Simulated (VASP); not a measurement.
# MnO (P6_3/mmc) in VASP: a series of runs

Runs on MnO. Level: RPBE+U. Tasks: single point.

Program: VASP 6.6.1. These are calculated values, not measurements. Logs are shortened: lines on timing, memory, paths and dates and some standing lists are left out, and cuts for length are marked.

### 1 The cell of the first run

Symmetry: P6_3/mmc, No. 194, hexagonal system. Conventional cell: a = 3.749 Å, b = 3.749 Å, c = 4.609 Å, α = 90.00°, β = 90.00°, γ = 120.00°. Mn (site symmetry -6m2) has 5 O at 2.16 to 2.30 Å within 2.9 Å. O (site symmetry -6m2) has 5 Mn at 2.16 to 2.30 Å within 2.9 Å.

### 2 Single point, RPBE+U, collinear spin, ferromagnetic start (14.03 Å³/atom)

INCAR

```
SYSTEM = MnO
PREC = Accurate ; ENCUT = 520
EDIFF = 1E-6 ; ISMEAR = 0
SIGMA = 0.05 ; LREAL = .False.
LASPH = .True. ; NELM = 150
ALGO = Normal ; ISIF = 2
LWAVE = .False. ; LCHARG = .False.
ISPIN = 2 ; MAGMOM = 4.65 4.65 0.12 0.12
LORBIT = 11 ; LMAXMIX = 4
LDAU = .True. ; LDAUTYPE = 2
LDAUL = 2 -1 ; LDAUU = 3.9 0
LDAUJ = 0 0 ; LDAUPRINT = 1
GGA = RP ; NBANDS = 31
```

KPOINTS

```
Automatic mesh
0
Gamma
  8 8 4
  0 0 0
```

POSCAR

```
MnO
1.0
    3.7491540939      0.0000000000      0.0000000000
   -1.8745770470      3.2468626880      0.0000000000
    0.0000000000      0.0000000000      4.6093776242
Mn O
2 2
Direct
    0.3333333333      0.6666666667     -0.0567850000
    0.6666666667      0.3333333333      0.4432150000
    0.3333333333      0.6666666667      0.4432150000
    0.6666666667      0.3333333333      0.9432150000
```

Potentials or basis: VASP PAW PBE potentials, release 64 (Mn_pv, O).

Started as:

```
> cat potpaw_PBE.64/Mn_pv/POTCAR potpaw_PBE.64/O/POTCAR > POTCAR
> mpirun -np 1 vasp_std > vasp.out
```

OUTCAR:

```text
SYSTEM = MnO
   PREC = Accurate
   ENCUT = 520
   EDIFF = 1E-6
   ISMEAR = 0
   LREAL = .False.
   LASPH = .True.
   NELM = 150
   ISIF = 2
   ISPIN = 2
   LORBIT = 11
   GGA = RP

 ion  position               nearest neighbor table
   1  0.333  0.667  0.943-   4 2.16   4 2.16   4 2.16   3 2.30   3 2.30   2 3.16   2 3.16   2 3.16
                             2 3.16   2 3.16   2 3.16
   2  0.667  0.333  0.443-   3 2.16   3 2.16   3 2.16   4 2.30   4 2.30   1 3.16   1 3.16   1 3.16
                             1 3.16   1 3.16   1 3.16
   3  0.333  0.667  0.443-   2 2.16   2 2.16   2 2.16   1 2.30   1 2.30
   4  0.667  0.333  0.943-   1 2.16   1 2.16   1 2.16   2 2.30   2 2.30

  LATTYP: Found a hexagonal cell.
 ALAT       =     3.7491540939
 C/A-ratio  =     1.2294446984

  Lattice vectors:

 A1 = (   3.7491540939,   0.0000000000,   0.0000000000)
 A2 = (  -1.8745770470,   3.2468626880,   0.0000000000)
 A3 = (   0.0000000000,   0.0000000000,   4.6093776242)

Analysis of symmetry for initial positions (statically):
=====================================================================
 Subroutine PRICEL returns:
 Original cell was already a primitive cell.

 Routine SETGRP: Setting up the symmetry group for a
 hexagonal supercell.

 Subroutine GETGRP returns: Found 24 space group operations
 (whereof  6 operations were pure point group operations)
 out of a pool of 24 trial point group operations.

The static configuration has the point symmetry C_3v.
 The point group associated with its full space group is D_6h.

Analysis of symmetry for dynamics (positions and initial velocities):
=====================================================================
 Subroutine PRICEL returns:
 Original cell was already a primitive cell.

 Routine SETGRP: Setting up the symmetry group for a
 hexagonal supercell.

 Subroutine GETGRP returns: Found 24 space group operations
 (whereof  6 operations were pure point group operations)
 out of a pool of 24 trial point group operations.

The dynamic configuration has the point symmetry C_3v.
 The point group associated with its full space group is D_6h.

Analysis of structural, dynamic, and magnetic symmetry:
=====================================================================
 Subroutine PRICEL returns:
 Original cell was already a primitive cell.

 Routine SETGRP: Setting up the symmetry group for a
 hexagonal supercell.

 Subroutine GETGRP returns: Found 24 space group operations
 (whereof  6 operations were pure point group operations)
 out of a pool of 24 trial point group operations.

The overall configuration has the point symmetry C_3v.
 The point group associated with its full space group is D_6h.

 Subroutine INISYM returns: Found 24 space group operations
 (whereof  6 operations are pure point group operations),
 and found     1 'primitive' translations

----------------------------------------------------------------------------------------

                                     Primitive cell

  volume of cell :      56.1099

  direct lattice vectors                    reciprocal lattice vectors
     3.749154094  0.000000000  0.000000000     0.266726834  0.153994809  0.000000000
    -1.874577047  3.246862688  0.000000000     0.000000000  0.307989618  0.000000000
     0.000000000  0.000000000  4.609377624     0.000000000  0.000000000  0.216949029

  length of vectors
     3.749154094  3.749154094  4.609377624     0.307989618  0.307989618  0.216949029
[... 153 lines left out ...]
  o =  0.0165  v =  0.0000  0.0000  0.0000  0.0000  0.0000  0.0000 -0.5621  0.0000  0.8271 -0.0000      0.0000  0.0000  0.0000  0.0000  0.0000  0.0000  0.0000  0.0000  0.0000  0.0000
  o =  0.0418  v =  0.0000  0.0000  0.0000  0.0000  0.0000 -0.0020 -0.0000  0.0000  0.0000  1.0000      0.0000  0.0000  0.0000  0.0000  0.0000  0.0000  0.0000  0.0000  0.0000  0.0000
  o =  0.0418  v =  0.0000  0.0000  0.0000  0.0000  0.0000 -1.0000 -0.0000  0.0000  0.0000 -0.0020      0.0000  0.0000  0.0000  0.0000  0.0000  0.0000  0.0000  0.0000  0.0000  0.0000
  o =  0.0639  v =  0.0000  0.0000  0.0000  0.0000  0.0000 -0.0000 -0.0000 -1.0000  0.0000  0.0000      0.0000  0.0000  0.0000  0.0000  0.0000  0.0000  0.0000  0.0000  0.0000  0.0000
  o =  0.9425  v =  0.0000  0.8272  0.0000  0.5619 -0.0000  0.0000  0.0000  0.0000  0.0000  0.0000      0.0000  0.0000  0.0000  0.0000  0.0000  0.0000  0.0000  0.0000  0.0000  0.0000
  o =  0.9425  v =  0.0000  0.5619  0.0000 -0.8272 -0.0000  0.0000  0.0000  0.0000  0.0000  0.0000      0.0000  0.0000  0.0000  0.0000  0.0000  0.0000  0.0000  0.0000  0.0000  0.0000
  o =  0.9500  v =  0.9998 -0.0000 -0.0000  0.0000 -0.0205  0.0000  0.0000  0.0000  0.0000  0.0000      0.0000  0.0000  0.0000  0.0000  0.0000  0.0000  0.0000  0.0000  0.0000  0.0000
  o =  0.9500  v =  0.0205  0.0000  0.0000 -0.0000  0.9998  0.0000  0.0000  0.0000  0.0000  0.0000      0.0000  0.0000  0.0000  0.0000  0.0000  0.0000  0.0000  0.0000  0.0000  0.0000
  o =  0.9685  v = -0.0000  0.0000 -1.0000 -0.0000  0.0000  0.0000  0.0000  0.0000  0.0000  0.0000      0.0000  0.0000  0.0000  0.0000  0.0000  0.0000  0.0000  0.0000  0.0000  0.0000

atom =   2  type =  1  l = 2

 onsite density matrix

spin component  1

  0.9500  0.0000  0.0000 -0.0000  0.0000
  0.0000  0.9425  0.0000 -0.0000  0.0000
  0.0000  0.0000  0.9685 -0.0000 -0.0000
 -0.0000 -0.0000 -0.0000  0.9425 -0.0000
  0.0000  0.0000 -0.0000 -0.0000  0.9500

spin component  2

  0.0418  0.0000  0.0000 -0.0000  0.0000
  0.0000  0.0165 -0.0000 -0.0000  0.0000
  0.0000 -0.0000  0.0639  0.0000 -0.0000
 -0.0000 -0.0000  0.0000  0.0165  0.0000
  0.0000  0.0000 -0.0000  0.0000  0.0418

 occupancies and eigenvectors

  o =  0.0165  v =  0.0000  0.0000  0.0000  0.0000  0.0000  0.0000 -0.8276  0.0000 -0.5613 -0.0000      0.0000  0.0000  0.0000  0.0000  0.0000  0.0000  0.0000  0.0000  0.0000  0.0000
  o =  0.0165  v =  0.0000  0.0000  0.0000  0.0000  0.0000 -0.0000  0.5613 -0.0000 -0.8276  0.0000      0.0000  0.0000  0.0000  0.0000  0.0000  0.0000  0.0000  0.0000  0.0000  0.0000
  o =  0.0418  v =  0.0000  0.0000  0.0000  0.0000  0.0000 -1.0000 -0.0000  0.0000  0.0000  0.0052      0.0000  0.0000  0.0000  0.0000  0.0000  0.0000  0.0000  0.0000  0.0000  0.0000
  o =  0.0418  v =  0.0000  0.0000  0.0000  0.0000  0.0000  0.0052 -0.0000  0.0000  0.0000  1.0000      0.0000  0.0000  0.0000  0.0000  0.0000  0.0000  0.0000  0.0000  0.0000  0.0000
  o =  0.0639  v =  0.0000  0.0000  0.0000  0.0000  0.0000 -0.0000 -0.0000 -1.0000 -0.0000  0.0000      0.0000  0.0000  0.0000  0.0000  0.0000  0.0000  0.0000  0.0000  0.0000  0.0000
  o =  0.9425  v = -0.0000  0.8272 -0.0000  0.5619 -0.0000  0.0000  0.0000  0.0000  0.0000  0.0000      0.0000  0.0000  0.0000  0.0000  0.0000  0.0000  0.0000  0.0000  0.0000  0.0000
  o =  0.9425  v =  0.0000 -0.5619  0.0000  0.8272  0.0000  0.0000  0.0000  0.0000  0.0000  0.0000      0.0000  0.0000  0.0000  0.0000  0.0000  0.0000  0.0000  0.0000  0.0000  0.0000
  o =  0.9500  v = -0.1412  0.0000  0.0000 -0.0000  0.9900  0.0000  0.0000  0.0000  0.0000  0.0000      0.0000  0.0000  0.0000  0.0000  0.0000  0.0000  0.0000  0.0000  0.0000  0.0000
  o =  0.9500  v = -0.9900 -0.0000  0.0000  0.0000 -0.1412  0.0000  0.0000  0.0000  0.0000  0.0000      0.0000  0.0000  0.0000  0.0000  0.0000  0.0000  0.0000  0.0000  0.0000  0.0000
  o =  0.9685  v = -0.0000 -0.0000 -1.0000  0.0000  0.0000  0.0000  0.0000  0.0000  0.0000  0.0000      0.0000  0.0000  0.0000  0.0000  0.0000  0.0000  0.0000  0.0000  0.0000  0.0000

 number of electron      37.9999999 magnetization       9.9999996

 Free energy of the ion-electron system (eV)
  ---------------------------------------------------
  ext. energy  EPLUGINS =         0.00000000
  ---------------------------------------------------
  free energy    TOTEN  =       -29.73592087 eV

  energy without entropy =      -29.73566211  energy(sigma->0) =      -29.73579149

 E-fermi :   4.4104     XC(G=0): -10.0001

 val. band max:        4.3611200293   @ k =   0.3750   0.2500   0.5000
 cond. band min:       5.1636421989   @ k =   0.1250   0.0000   0.0000
 fundamental gap:      0.8025221696
 Fermi energy:         4.4103997426

 spin component 1

 k-point     1 :       0.0000    0.0000    0.0000
  band No.  band energies     occupation
      1     -45.2642      1.00000
      2     -45.2544      1.00000
      3     -45.2544      1.00000
      4     -45.2400      1.00000
      5     -45.2400      1.00000
      6     -45.2231      1.00000
[... 1625 lines left out ...]
     30      17.2012      0.00000
     31      17.3945      0.00000

 [... further k-points ...]

------------------------ aborting loop because EDIFF is reached ----------------------------------------

  FORCE on cell =-STRESS in cart. coord.  units (eV):
  Direction    XX          YY          ZZ          XY          YZ          ZX
  --------------------------------------------------------------------------------------
  -------------------------------------------------------------------------------------
  Total       -0.0920838     -0.0920838     -0.3817456      0.0000000      0.0000000     -0.0000000
  in kB       -2.6293866     -2.6293866    -10.9004667      0.0000000      0.0000000     -0.0000000
  external PRESSURE =      -5.3864133 kB  Pullay stress =       0.0000000 kB

 VOLUME and BASIS-vectors are now :
 -----------------------------------------------------------------------------
  energy-cutoff  :      520.00
  volume of cell :       56.11
      direct lattice vectors                 reciprocal lattice vectors
     3.749154094  0.000000000  0.000000000     0.266726834  0.153994809  0.000000000
    -1.874577047  3.246862688  0.000000000     0.000000000  0.307989618  0.000000000
     0.000000000  0.000000000  4.609377624     0.000000000  0.000000000  0.216949029

 POSITION                                       TOTAL-FORCE (eV/Angst)
 -----------------------------------------------------------------------------------
     -0.00000      2.16458      4.34763        -0.000000     -0.000000     -0.000000
      1.87458      1.08229      2.04295         0.000000     -0.000000      0.000000
     -0.00000      2.16458      2.04295        -0.000000      0.000000     -0.000000
      1.87458      1.08229      4.34763         0.000000     -0.000000     -0.000000
 -----------------------------------------------------------------------------------
    total drift:                               -0.000001     -0.000000     -0.000148

  FREE ENERGIE OF THE ION-ELECTRON SYSTEM (eV)
  ---------------------------------------------------
  free  energy   TOTEN  =       -29.7359208729 eV

  energy  without entropy=      -29.7356621104  energy(sigma->0) =      -29.73579149

 total charge

# of ion       s       p       d       tot
------------------------------------------
    1        0.204   6.168   4.916  11.288
    2        0.204   6.168   4.916  11.288
    3        1.557   3.435   0.000   4.992
    4        1.557   3.435   0.000   4.992
--------------------------------------------------
tot          3.522  19.206   9.832  32.561

 magnetization (x)

# of ion       s       p       d       tot
------------------------------------------
    1        0.037   0.037   4.564   4.637
    2        0.037   0.037   4.564   4.637
    3        0.017   0.082   0.000   0.099
    4        0.017   0.082   0.000   0.099
--------------------------------------------------
tot          0.106   0.237   9.128   9.471
```

It took 2 min on 1 thread of Intel Xeon 8259CL, shared host; peak memory 0.2 GiB.

Results:

| Item | Value |
| --- | --- |
| Free energy | -29.7359 eV |
| Pressure | -0.5 GPa |
| Band gap on the k mesh | zero (filled and empty bands overlap) |
| Net moment | 10.00 μB per cell |
| Site moments | Mn +4.64; O +0.10 μB |
| Valence electrons inside the program's atomic spheres | Mn 11.29; O 4.99 |

Levels at points of the mesh, in eV from the Fermi level:
Spin up:
| k point | band 21 | band 22 | band 23 | band 24 | band 25 | band 26 | band 27 | band 28 |
| --- | --- | --- | --- | --- | --- | --- | --- | --- |
| (0.00, 0.00, 0.00) | -0.73 | -0.73 | -0.23 | -0.23 | -0.08 | 5.34 | 8.13 | 10.07 |
| (0.50, 0.00, 0.00) | -2.43 | -2.21 | -1.93 | -1.45 | 4.75 | 5.02 | 7.57 | 8.55 |
| (0.00, 0.00, 0.50) | -0.38 | -0.38 | -0.38 | -0.38 | 3.35 | 3.35 | 10.02 | 10.02 |
| (0.50, 0.00, 0.50) | -1.69 | -1.69 | -0.26 | -0.26 | 4.90 | 4.90 | 7.42 | 7.42 |
Spin down:
| k point | band 12 | band 13 | band 14 | band 15 | band 16 | band 17 |
| --- | --- | --- | --- | --- | --- | --- |
| (0.00, 0.00, 0.00) | -2.96 | -2.96 | -1.86 | 1.18 | 3.69 | 3.69 |
| (0.50, 0.00, 0.00) | -3.49 | -2.89 | -2.45 | 3.06 | 3.16 | 3.48 |
| (0.00, 0.00, 0.50) | -3.27 | -3.27 | -3.27 | 3.28 | 3.28 | 4.64 |
| (0.50, 0.00, 0.50) | -3.11 | -2.90 | -2.90 | 3.49 | 3.49 | 4.38 |

Eigenvalues of the final occupation matrices:
| site | spin | trace | eigenvalues |
| --- | --- | --- | --- |
| site 1 d | 1 | 4.75 | 0.94 0.94 0.95 0.95 0.97 |
| site 1 d | 2 | 0.18 | 0.02 0.02 0.04 0.04 0.06 |
| site 2 d | 1 | 4.75 | 0.94 0.94 0.95 0.95 0.97 |
| site 2 d | 2 | 0.18 | 0.02 0.02 0.04 0.04 0.06 |

Caveat: the PAW data sets were made with another functional, which shifts forces and pressure a little; the run started ferromagnetic, and an antiferromagnetic order may lie lower in energy. The state reached can hang on the start; a lower one may exist.

### 3 Single point, RPBE+U, collinear spin, ferromagnetic start (14.31 Å³/atom)

This run uses another cell than the first one, of 14.31 Å³/atom.

INCAR

```
PREC = Accurate ; ENCUT = 520
EDIFF = 1E-6 ; ISMEAR = 0
SIGMA = 0.05 ; LREAL = F
LASPH = T ; NELM = 150
ALGO = Normal ; ISIF = 2
LWAVE = F ; LCHARG = F
ISPIN = 2 ; MAGMOM = 4.67 4.67 0.11 0.11
LORBIT = 11 ; LMAXMIX = 4
LDAU = T ; LDAUTYPE = 2
LDAUL = 2 -1 ; LDAUU = 3.9 0
LDAUJ = 0 0 ; LDAUPRINT = 1
GGA = RP ; NBANDS = 31
```

KPOINTS

```
Automatic mesh
0
Gamma
  8 8 4
```

POSCAR

```
MnO
1.0
    3.7739836525      0.0000000000      0.0000000000
   -1.8869918263      3.2683657166      0.0000000000
    0.0000000000      0.0000000000      4.6399041935
Mn O
2 2
Direct
    0.3333333333      0.6666666667     -0.0567850000
    0.6666666667      0.3333333333      0.4432150000
    0.3333333333      0.6666666667      0.4432150000
    0.6666666667      0.3333333333      0.9432150000
```

Potentials or basis: VASP PAW PBE potentials, release 64 (Mn_pv, O).

Started as:

```
> cat potpaw_PBE.64/Mn_pv/POTCAR potpaw_PBE.64/O/POTCAR > POTCAR
> mpirun -np 1 vasp_std > vasp.out
```

OUTCAR:

```text
PREC = Accurate
   ENCUT = 520
   EDIFF = 1E-6
   ISMEAR = 0
   LREAL = F
   LASPH = T
   NELM = 150
   ISIF = 2
   ISPIN = 2
   LORBIT = 11
   GGA = RP

 ion  position               nearest neighbor table
   1  0.333  0.667  0.943-   4 2.18   4 2.18   4 2.18   3 2.32   3 2.32
   2  0.667  0.333  0.443-   3 2.18   3 2.18   3 2.18   4 2.32   4 2.32
   3  0.333  0.667  0.443-   2 2.18   2 2.18   2 2.18   1 2.32   1 2.32
   4  0.667  0.333  0.943-   1 2.18   1 2.18   1 2.18   2 2.32   2 2.32

  LATTYP: Found a hexagonal cell.
 ALAT       =     3.7739836525
 C/A-ratio  =     1.2294446984

  Lattice vectors:

 A1 = (   3.7739836525,   0.0000000000,   0.0000000000)
 A2 = (  -1.8869918263,   3.2683657166,   0.0000000000)
 A3 = (   0.0000000000,   0.0000000000,   4.6399041935)

Analysis of symmetry for initial positions (statically):
[... 1914 lines left out ...]
------------------------ aborting loop because EDIFF is reached ----------------------------------------

  FORCE on cell =-STRESS in cart. coord.  units (eV):
  Direction    XX          YY          ZZ          XY          YZ          ZX
  --------------------------------------------------------------------------------------
  -------------------------------------------------------------------------------------
  Total       -0.8220051     -0.8220051     -1.0820822      0.0000000      0.0000000      0.0000000
  in kB      -23.0115261    -23.0115261    -30.2922233      0.0000000      0.0000000      0.0000000
  external PRESSURE =     -25.4384252 kB  Pullay stress =       0.0000000 kB

 VOLUME and BASIS-vectors are now :
 -----------------------------------------------------------------------------
  energy-cutoff  :      520.00
  volume of cell :       57.23
      direct lattice vectors                 reciprocal lattice vectors
     3.773983653  0.000000000  0.000000000     0.264972001  0.152981656  0.000000000
    -1.886991826  3.268365717  0.000000000     0.000000000  0.305963312  0.000000000
     0.000000000  0.000000000  4.639904193     0.000000000  0.000000000  0.215521691

 POSITION                                       TOTAL-FORCE (eV/Angst)
 -----------------------------------------------------------------------------------
     -0.00000      2.17891      4.37643         0.000000     -0.000000     -0.000000
      1.88699      1.08946      2.05648        -0.000000      0.000000      0.000000
     -0.00000      2.17891      2.05648         0.000000     -0.000000      0.000000
      1.88699      1.08946      4.37643        -0.000000      0.000000      0.000000
 -----------------------------------------------------------------------------------
    total drift:                               -0.000001     -0.000000     -0.000059

  FREE ENERGIE OF THE ION-ELECTRON SYSTEM (eV)
  ---------------------------------------------------
  free  energy   TOTEN  =       -29.7262618460 eV

  energy  without entropy=      -29.7260015605  energy(sigma->0) =      -29.72613170

 total charge

# of ion       s       p       d       tot
------------------------------------------
    1        0.201   6.161   4.909  11.272
    2        0.201   6.161   4.909  11.272
    3        1.557   3.426   0.000   4.984
    4        1.557   3.426   0.000   4.984
--------------------------------------------------
tot          3.516  19.175   9.819  32.510

 magnetization (x)

# of ion       s       p       d       tot
------------------------------------------
    1        0.037   0.036   4.568   4.641
    2        0.037   0.036   4.568   4.641
    3        0.016   0.078   0.000   0.094
    4        0.016   0.078   0.000   0.094
--------------------------------------------------
tot          0.106   0.227   9.137   9.470
```

Run time: 2.1 min. Hardware: 1 thread of Intel Xeon 8259CL, shared host; peak memory 0.2 GiB.

What came out:

```yaml
Free_energy: -29.7263 eV
Pressure: -2.5 GPa
Band_gap_on_the_k_mesh: zero (filled and empty bands overlap)
Net_moment: 10.00 μB per cell
Site_moments: Mn +4.64; O +0.09 μB
Valence_electrons_inside_the_program's_atomic_spheres: Mn 11.27; O 4.98
```

Eigenvalues of the final occupation matrices:
```csv
site,spin,trace,eigenvalues
site 1 d,1,4.75,0.94 0.94 0.95 0.95 0.97
site 1 d,2,0.17,0.02 0.02 0.04 0.04 0.06
site 2 d,1,4.75,0.94 0.94 0.95 0.95 0.97
site 2 d,2,0.17,0.02 0.02 0.04 0.04 0.06
```

Caveat: the PAW data sets were made with another functional, which shifts forces and pressure a little; the run started ferromagnetic, and an antiferromagnetic order may lie lower in energy. The state reached can hang on the start; a lower one may exist.

The gap in the log of VASP goes by the Fermi energy; the results here count the filled bands.